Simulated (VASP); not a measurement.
# Be (P6_3/mmc) in VASP: a series of runs

Runs on Be. Level: PBE. Tasks: single point, relaxation of cell and atoms.

All numbers are computed with VASP 6.6.1; they aren't measurements. Logs are shortened: lines on timing, memory, paths and dates and some standing lists are left out, and cuts for length are marked.

## (1) The cell of the first run

The structure is hexagonal, space group P6_3/mmc (No. 194). The conventional cell has a = 2.280 Å, b = 2.280 Å, c = 3.527 Å, α = 90.00°, β = 90.00°, γ = 120.00°. Be (site symmetry -6m2) has 12 Be at 2.20 to 2.28 Å within 2.9 Å.

## (2) Single point, PBE

The input, INCAR:

```
SYSTEM = Be
  PREC = Accurate
  ENCUT = 520
  EDIFF = 1E-6
  ISMEAR = 0
  SIGMA = 0.05
  LREAL = .False.
  LASPH = .True.
  NELM = 100
  ALGO = Normal
  ISIF = 2
  LWAVE = .False.
  LCHARG = .True.
  GGA = PE
  LELF = .True.
  LVHAR = .True.
  NBANDS = 9
```

The input, KPOINTS:

```
regular mesh
0
Gamma
  10 10 6
  0 0 0
```

The input, POSCAR:

```
Be
1.0
    2.2798171713      0.0000000000      0.0000000000
   -1.1399085856      1.9743795863      0.0000000000
    0.0000000000      0.0000000000      3.5274242615
Be
2
Direct
    0.3333333333      0.6666666667      0.7500000000
    0.6666666667      0.3333333333      0.2500000000
```

Potentials or basis: VASP PAW PBE potentials, release 64 (Be).

Started as:

```bash
> cat potpaw_PBE.64/Be/POTCAR > POTCAR
> mpirun -np 1 vasp_std > vasp.out
```

OUTCAR:

```text
SYSTEM = Be
   PREC = Accurate
   ENCUT = 520
   EDIFF = 1E-6
   ISMEAR = 0
   LREAL = .False.
   LASPH = .True.
   NELM = 100
   ISIF = 2
   GGA = PE

 ion  position               nearest neighbor table
   1  0.333  0.667  0.750-   2 2.20   2 2.20   2 2.20   2 2.20   2 2.20   2 2.20
   2  0.667  0.333  0.250-   1 2.20   1 2.20   1 2.20   1 2.20   1 2.20   1 2.20

  LATTYP: Found a hexagonal cell.
 ALAT       =     2.2798171713
 C/A-ratio  =     1.5472399743

  Lattice vectors:

 A1 = (   2.2798171713,   0.0000000000,   0.0000000000)
 A2 = (  -1.1399085856,   1.9743795863,   0.0000000000)
 A3 = (   0.0000000000,   0.0000000000,   3.5274242615)

Analysis of symmetry for initial positions (statically):
=====================================================================
 Subroutine PRICEL returns:
 Original cell was already a primitive cell.

 Routine SETGRP: Setting up the symmetry group for a
 hexagonal supercell.

 Subroutine GETGRP returns: Found 24 space group operations
 (whereof 12 operations were pure point group operations)
 out of a pool of 24 trial point group operations.

The static configuration has the point symmetry D_3d.
 The point group associated with its full space group is D_6h.

Analysis of symmetry for dynamics (positions and initial velocities):
=====================================================================
 Subroutine PRICEL returns:
 Original cell was already a primitive cell.

 Routine SETGRP: Setting up the symmetry group for a
 hexagonal supercell.

 Subroutine GETGRP returns: Found 24 space group operations
 (whereof 12 operations were pure point group operations)
 out of a pool of 24 trial point group operations.

The dynamic configuration has the point symmetry D_3d.
 The point group associated with its full space group is D_6h.

 Subroutine INISYM returns: Found 24 space group operations
 (whereof 12 operations are pure point group operations),
 and found     1 'primitive' translations

----------------------------------------------------------------------------------------

                                     Primitive cell

  volume of cell :      15.8777

  direct lattice vectors                    reciprocal lattice vectors
     2.279817171  0.000000000  0.000000000     0.438631664  0.253244109  0.000000000
    -1.139908586  1.974379586  0.000000000     0.000000000  0.506488219  0.000000000
     0.000000000  0.000000000  3.527424262     0.000000000  0.000000000  0.283492976

  length of vectors
     2.279817171  2.279817171  3.527424262     0.506488219  0.506488219  0.283492976

  position of ions in fractional coordinates (direct lattice)
     0.333333333  0.666666667  0.750000000
     0.666666667  0.333333333  0.250000000

  ion indices of the primitive-cell ions
   primitive index   ion index
                 1           1
                 2           2

----------------------------------------------------------------------------------------

 KPOINTS: regular mesh

Automatic generation of k-mesh.
 Grid dimensions read from file:
 generate k-points for:   10   10    6

 Generating k-lattice:

  Cartesian coordinates                     Fractional coordinates (reciprocal lattice)
     0.043863166  0.025324411  0.000000000     0.100000000  0.000000000  0.000000000
     0.000000000  0.050648822  0.000000000     0.000000000  0.100000000  0.000000000
     0.000000000  0.000000000  0.047248829     0.000000000  0.000000000  0.166666667

  Length of vectors
     0.050648822  0.050648822  0.047248829

  Shift w.r.t. Gamma in fractional coordinates (k-lattice)
     0.000000000  0.000000000  0.000000000

 Subroutine IBZKPT returns following result:
 ===========================================

 Found     56 irreducible k-points:

 Following reciprocal coordinates:
            Coordinates               Weight
  0.000000  0.000000  0.000000      1.000000
  0.100000  0.000000  0.000000      6.000000
  0.200000  0.000000  0.000000      6.000000
  0.300000 -0.000000  0.000000      6.000000
  0.400000 -0.000000  0.000000      6.000000
  0.500000  0.000000  0.000000      3.000000
[... 16 lines left out ...]
  0.300000  0.100000  0.166667     24.000000
  0.400000  0.100000  0.166667     24.000000
 [... further k-points ...]
   k-points           NKPTS =     56   k-points in BZ     NKDIM =     56   number of bands    NBANDS=      9
   number of dos      NEDOS =    301   number of ions     NIONS =      2
   total plane-waves  NPLWV =   9072
   dimension x,y,z NGX =    18 NGY =   18 NGZ =   28
   dimension x,y,z NGXF=    36 NGYF=   36 NGZF=   56
   ions per type =               2
   NGX,Y,Z   is equivalent  to a cutoff of  13.13, 13.13, 13.20 a.u.
   NGXF,Y,Z  is equivalent  to a cutoff of  26.25, 26.25, 26.39 a.u.
 SYSTEM =  Be
   PREC   = accura    normal or accurate (medium, high low for compatibility)
   ISTART =      0    job   : 0-new  1-cont  2-samecut
   ICHARG =      2    charge: 1-file 2-atom 10-const
   ISPIN  =      1    spin polarized calculation?
   LNONCOLLINEAR =      F non collinear calculations
   LSORBIT =      F    spin-orbit coupling
   LASPH  =      T    aspherical Exc in radial PAW
   ENCUT  =  520.0 eV  38.22 Ry    6.18 a.u.   4.24  4.24  6.56*2*pi/ulx,y,z
   NELM   =    100;   NELMIN=  2; NELMDL= -5     # of ELM steps
   EDIFF  = 0.1E-05   stopping-criterion for ELM
   LREAL  =      F    real-space projection
   EDIFFG = 0.1E-04   stopping-criterion for IOM
   NSW    =      0    number of steps for IOM
   IBRION =     -1    ionic relax: 0-MD 1-quasi-New 2-CG
   NFREE  =      0    steps in history (QN), initial steepest desc. (CG)
   ISIF   =      2    stress and relaxation
   ISYM   =      2    0-nonsym 1-usesym 2-fastsym
   POTIM  = 0.5000    time-step for ionic-motion
   TEBEG  =    0.0;   TEEND  =   0.0 temperature during run
   PSTRESS=    0.0 pullay stress
   NELECT =       4.0000    total number of electrons
   NUPDOWN=      -1.0000    fix difference up-down
   EMIN   =  10.00;   EMAX   =-10.00  energy-range for DOS
   EFERMI =   0.00;   METHOD = LEGACY
   ISMEAR =     0;   SIGMA  =   0.05  broadening in eV -4-tet -1-fermi 0-gaus
   EFERMI_NEDOS =   21; number of points for ismear=-14 and -15
   IALGO  =     38    algorithm
   IMIX   =      4    mixing-type and parameters
     AMIX     =   0.40;   BMIX     =  1.00
     AMIX_MAG =   1.60;   BMIX_MAG =  1.00
  volume/ion in A,a.u.               =       7.94        53.57
  Fermi-wavevector in a.u.,A,eV,Ry     =   1.033948  1.953878 14.545288  1.069049
  Thomas-Fermi vector in A             =   2.168220
   LORBIT       =      0    0 simple, 1 ext, 2 COOP (PROOUT), +10 PAW based schemes
   GGA     = PE    functional components
   LHFCALC =     F    Hartree Fock is set to
   AEXX    =    0.0000 exact exchange contribution
   IVDW    =     0    specifies the selected vdW correction
   LEPSILON=     F    determine dielectric tensor
   LRPA    =     F    only Hartree local field effects (RPA)
 non-spin polarized calculation
 Gauss-broadening in eV      SIGMA  =   0.05
  energy-cutoff  :      520.00
  volume of cell :       15.88
 maximum number of plane-waves:       439
 NGX is ok and might be reduce to    18
   NGX =  9   NGY =  9   NGZ = 13

 number of electron       4.0000000 magnetization

 Free energy of the ion-electron system (eV)
  ---------------------------------------------------
  ext. energy  EPLUGINS =         0.00000000
  ---------------------------------------------------
  free energy    TOTEN  =        -7.51014610 eV

  energy without entropy =       -7.51014364  energy(sigma->0) =       -7.51014487

 E-fermi :   6.9745     XC(G=0): -10.5911

 val. band max:        6.8506866406   @ k =   0.3000   0.2000   0.0000
 cond. band min:       7.0985289776   @ k =   0.3000   0.3000   0.3333
 fundamental gap:      0.2478423370
 Fermi energy:         6.9744712097

 k-point     1 :       0.0000    0.0000    0.0000
  band No.  band energies     occupation
      1      -4.3366      2.00000
      2       2.7307      2.00000
      3       8.3920      0.00000
      4      22.5815      0.00000
      5      22.5815      0.00000
      6      25.5155      0.00000
      7      25.5155      0.00000
      8      28.1983      0.00000
      9      33.7731      0.00000

 k-point     2 :       0.1000    0.0000    0.0000
  band No.  band energies     occupation
      1      -4.0525      2.00000
      2       3.1014      2.00000
      3       8.4651      0.00000
      4      20.4987      0.00000
      5      21.1643      0.00000
      6      25.5405      0.00000
      7      26.1416      0.00000
      8      27.4933      0.00000
      9      30.6676      0.00000

 k-point     3 :       0.2000    0.0000    0.0000
  band No.  band energies     occupation
      1      -3.1994      2.00000
      2       4.2094      2.00000
      3       8.5800      0.00000
      4      16.6540      0.00000
      5      19.1031      0.00000
      6      24.8449      0.00000
      7      24.9050      0.00000
      8      25.8810      0.00000
      9      27.1080      0.00000

 k-point     4 :       0.3000   -0.0000    0.0000
  band No.  band energies     occupation
      1      -1.7799      2.00000
      2       6.0366      2.00000
      3       8.0586      0.00000
      4      13.7390      0.00000
      5      17.4610      0.00000
      6      20.6195      0.00000
      7      21.8070      0.00000
      8      24.9501      0.00000
      9      26.3354      0.00000
[... 205 lines left out ...]
 k-point    22 :       0.2000    0.1000    0.1667
  band No.  band energies     occupation
      1      -2.0977      2.00000
      2       3.7162      2.00000
      3      10.6017      0.00000
      4      14.8338      0.00000
      5      17.0826      0.00000
      6      21.1502      0.00000
      7      23.2543      0.00000
      8      24.8006      0.00000
      9      28.7898      0.00000

 k-point    23 :       0.3000    0.1000    0.1667
  band No.  band energies     occupation
      1      -0.4032      2.00000
      2       5.2006      2.00000
      3       9.3091      0.00000
      4      13.4315      0.00000
      5      15.0232      0.00000
      6      18.0819      0.00000
      7      21.8352      0.00000
      8      23.1509      0.00000
      9      27.9523      0.00000

 k-point    24 :       0.4000    0.1000    0.1667
  band No.  band energies     occupation
      1       1.7117      2.00000
      2       4.6818      2.00000
      3       9.2938      0.00000
      4      12.1479      0.00000
      5      13.9779      0.00000
      6      16.8865      0.00000
      7      20.2778      0.00000
      8      22.1507      0.00000
      9      27.6860      0.00000

 [... further k-points ...]

------------------------ aborting loop because EDIFF is reached ----------------------------------------

  FORCE on cell =-STRESS in cart. coord.  units (eV):
  Direction    XX          YY          ZZ          XY          YZ          ZX
  --------------------------------------------------------------------------------------
  -------------------------------------------------------------------------------------
  Total        0.0103643      0.0103643      0.0252151      0.0000000     -0.0000000      0.0000000
  in kB        1.0458314      1.0458314      2.5443870      0.0000000     -0.0000000      0.0000000
  external PRESSURE =       1.5453500 kB  Pullay stress =       0.0000000 kB

 VOLUME and BASIS-vectors are now :
 -----------------------------------------------------------------------------
  energy-cutoff  :      520.00
  volume of cell :       15.88
      direct lattice vectors                 reciprocal lattice vectors
     2.279817171  0.000000000  0.000000000     0.438631664  0.253244109  0.000000000
    -1.139908586  1.974379586  0.000000000     0.000000000  0.506488219  0.000000000
     0.000000000  0.000000000  3.527424262     0.000000000  0.000000000  0.283492976

 POSITION                                       TOTAL-FORCE (eV/Angst)
 -----------------------------------------------------------------------------------
     -0.00000      1.31625      2.64557        -0.000000      0.000000      0.000000
      1.13991      0.65813      0.88186         0.000000     -0.000000      0.000000
 -----------------------------------------------------------------------------------
    total drift:                                0.000000     -0.000000      0.000000

  FREE ENERGIE OF THE ION-ELECTRON SYSTEM (eV)
  ---------------------------------------------------
  free  energy   TOTEN  =        -7.5101461040 eV

  energy  without entropy=       -7.5101436371  energy(sigma->0) =       -7.51014487
```

It took 2.9 s on 1 thread of Intel Xeon 6975P-C (Granite Rapids), shared host; peak memory 0.12 GiB.

Results:

| Item | Value |
| --- | --- |
| Free energy | -7.5101 eV |
| Pressure | 0.2 GPa |
| Band gap on the k mesh | zero (band 2 reaches 7.38 eV, above the bottom of band 3 at 6.60 eV) |

Levels at points of the mesh, in eV from the Fermi level:
```csv
k point,band 1,band 2,band 3,band 4,band 5
"(0.00, 0.00, 0.00)",-11.31,-4.24,1.42,15.61,15.61
"(0.50, 0.00, 0.00)",-5.03,-3.19,3.67,6.57,6.96
"(0.00, 0.00, 0.50)",-9.10,-9.10,11.22,11.22,17.33
"(0.50, 0.00, 0.50)",-3.62,-3.62,1.53,1.53,11.80
```

## (3) Relaxation of cell and atoms, PBE

This run uses another cell than the first one, of 8.15 Å³/atom, 1.026 times its volume.

The input, INCAR:

```
SYSTEM = Be
PREC = Accurate ; ENCUT = 600
EDIFF = 1E-7 ; ISMEAR = 0
SIGMA = 0.05 ; LREAL = .False.
LASPH = .True. ; NELM = 80
ALGO = Fast ; ISIF = 3
LWAVE = .False. ; LCHARG = .False.
GGA = PE ; IBRION = 2
NSW = 80 ; EDIFFG = -0.03
```

The input, KPOINTS:

```
Automatic mesh
0
Gamma
  10 10 6
  0 0 0
```

The input, POSCAR:

```
Be
1.0
    2.2900000000      0.0000000000      0.0000000000
   -1.1450000000      1.9831981747      0.0000000000
    0.0000000000      0.0000000000      3.5884300000
Be
2
Direct
    0.3333333333      0.6666666667      0.7500000000
    0.6666666667      0.3333333333      0.2500000000
```

Potentials or basis: VASP PAW PBE potentials, release 64 (Be).

Started as:

```bash
> cat potpaw_PBE.64/Be/POTCAR > POTCAR
> mpirun -np 1 vasp_std > vasp.out
```

Wall time 4.2 s (1 thread of Intel Xeon 6975P-C (Granite Rapids), shared host); peak memory 0.12 GiB.

The run converged. Its results:

* Free energy: -7.5101 eV
* Relaxed volume: 7.97 Å³/atom
* Relaxed cell: a = 2.282 Å, b = 2.282 Å, c = 3.534 Å, α = 90.00°, β = 90.00°, γ = 120.00°
* Space group after relaxing (to 0.05 Å): P6_3/mmc (No. 194)
* Energy gained by relaxing: 2.9 meV/atom
* Ionic steps: 2
* Pressure after relaxing: -0.3 GPa
* Band gap on the k mesh: zero (band 2 reaches 7.35 eV, above the bottom of band 3 at 6.58 eV)

Stress tensor (GPa, compression positive):
```
-0.18  0.00  0.00
 0.00 -0.18  0.00
 0.00  0.00 -0.46
```

Step by step:
```tsv
step	energy change (eV)	largest force (eV/Å)	pressure (GPa)	volume (Å³)
1	0.0000	0.0000	-3.06	16.30
2	-0.0059	0.0000	-0.28	15.93
```

Final structure:
```
Be
1.0
     2.28168    0.00000    0.00000
    -1.14084    1.97599    0.00000
     0.00000    0.00000    3.53377
Be
2
Cartesian
  0.0000 1.3173 2.6503
  1.1408 0.6587 0.8834
```

Levels at points of the mesh, in eV from the Fermi level:
```tsv
k point	band 1	band 2	band 3	band 4	band 5
(0.00, 0.00, 0.00)	-11.30	-4.25	1.38	15.58	15.58
(0.50, 0.00, 0.00)	-5.02	-3.18	3.66	6.55	6.92
(0.00, 0.00, 0.50)	-9.09	-9.09	11.15	11.15	17.29
(0.50, 0.00, 0.50)	-3.61	-3.61	1.51	1.51	11.77
```
